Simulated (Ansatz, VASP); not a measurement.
# TaN: VASP beside Ansatz

Contents of INCAR:

```
PREC     = Accurate       # precision mode
ENCUT    = 520            # plane-wave cutoff, eV
EDIFF    = 1E-6           # SCF threshold, eV
ISMEAR   = -1             # smearing method
SIGMA    = 0.1            # smearing width, eV
LREAL    = False          # projectors in reciprocal space
LASPH    = True           # aspherical terms in the spheres
NELM     = 60             # most SCF steps
ALGO     = Normal         # electronic algorithm
ISIF     = 2              # what is computed and relaxed
LWAVE    = False          # write WAVECAR
LCHARG   = False          # write CHGCAR
GGA      = PS             # functional
NBANDS   = 33             # bands
```

The input KPOINTS:

```
regular mesh
0
Gamma
  5 5 8
```

File POSCAR:

```
TaN
1.0
    5.1561600241      0.0000000000      0.0000000000
   -2.5780800120      4.4653655658      0.0000000000
    0.0000000000      0.0000000000      2.8884826334
Ta N
3 3
Direct
    0.0000000000      0.0000000000      0.0000000000
    0.3333333333      0.6666666667      0.5000000000
    0.6666666667      0.3333333333      0.5000000000
    0.5000000000      0.0000000000      0.0000000000
    0.5000000000      0.5000000000      0.0000000000
    0.0000000000      0.5000000000      0.0000000000
```

Input for Ansatz:

```yaml
crystal:
  lattice:
    - [5.156160024076784, 0.0, 0.0]
    - [-2.578080012038392, 4.46536556579027, 0.0]
    - [0.0, 0.0, 2.8884826334069134]
  atoms:
    - { symbol: Ta, position: [0.0, 0.0, 0.0] }
    - { symbol: Ta, position: [0.3333333333333333, 0.6666666666666666, 0.5] }
    - { symbol: Ta, position: [0.6666666666666666, 0.3333333333333333, 0.5] }
    - { symbol: "N", position: [0.5, 0.0, 0.0] }
    - { symbol: "N", position: [0.5, 0.5, 0.0] }
    - { symbol: "N", position: [0.0, 0.5, 0.0] }
basis:
  ecutwfc: 500.0
kpoints:
  mp_grid:
    grid: [5, 5, 8]
hamiltonian:
  xc: pbesol
scf:
  occupations:
    method: fermi_dirac
output:
  stress: true
```

Alike in both runs: task single point; functional PBEsol; k mesh 5 × 5 × 8; no spin polarisation.

|  | VASP | Ansatz |
| --- | --- | --- |
| version | VASP 6.6.1 | Ansatz 0.2.0 |
| potentials or method | VASP PAW PBE potentials, release 64 (Ta_pv, N), cutoff 520 eV | plane waves, PAW |
| occupations | fermi-dirac, width 0.1 eV | fermi-dirac |
| valence electrons in the cell | 48 | 54 |

```tsv
	VASP	Ansatz	Ansatz less VASP
pressure (GPa)	8.8	7.8	-1.04
traceless stress, the component that is largest in VASP (GPa)	1.47	1.22	-0.248
```

VASP's potentials were made for PBE, not for PBEsol. VASP's potentials hold 48 valence electrons a cell and Ansatz's 54, so a difference there can come from the potentials and not from the codes.

Neither program's run includes spin-orbit coupling.
